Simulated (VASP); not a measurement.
Input of a VASP 6.6.1 run:

INCAR

```
PREC = Accurate
ENCUT = 520
EDIFF = 1E-6
ISMEAR = 0
SIGMA = 0.05
LREAL = Auto
LASPH = T
NELM = 60
ALGO = Normal
ISIF = 2
LWAVE = F
LCHARG = F
GGA = PE
NBANDS = 55
```

File KPOINTS:

```
regular mesh
0
Gamma
  2 2 1
```

POSCAR

```
HC18N
1.0
    7.3980000000      0.0000000000      0.0000000000
   -3.6990000000      6.4068560000      0.0000000000
    0.0000000000      0.0000000000     12.0000000000
C N H
18 1 1
Direct
   -0.0105581366     -0.0094498768      0.1081900833
    0.2190302956      0.0992592935      0.1023455000
   -0.0144895889      0.3201876240      0.0801126667
    0.2114613722      0.4316753802      0.0803815000
   -0.0145327078      0.6556172013      0.0820201667
    0.2124921886      0.7661817278      0.0802425833
    0.3258597424     -0.0171904909      0.0793098333
    0.5453404475      0.0977852476      0.0795978333
    0.3231277143      0.3258796514      0.0827485833
    0.5445010787      0.4350124304      0.0799121667
    0.3226412677      0.6549262228      0.0797280000
    0.5431062758      0.7660051982      0.0819182500
    0.6555254371     -0.0114984635      0.0823785000
    0.8776755843      0.1030394627      0.0876871667
    0.6543231791      0.3220326787      0.0806559167
    0.8745439356      0.4326718128      0.0785079167
    0.6551582102      0.6554021192      0.0815251667
    0.8764145309      0.7639993782      0.0882566667
    0.1506706426      0.0356767812      0.2202797500
    0.2373508013      0.1730035762      0.2650345000
```

Potentials or basis: VASP PAW PBE potentials, release 64 (C, N, H).

The run is started by

```console
$ cat potpaw_PBE.64/C/POTCAR potpaw_PBE.64/N/POTCAR potpaw_PBE.64/H/POTCAR > POTCAR
$ mpirun -np 1 vasp_std > vasp.out
```

(1) What does it give for the band gap on the k mesh?

(2) What does it give for the largest force?

Results:

(1) 0.25 eV, direct.

(2) 1.339 eV/Å.

Caveat: the k points lie up to 0.49 Å⁻¹ apart.
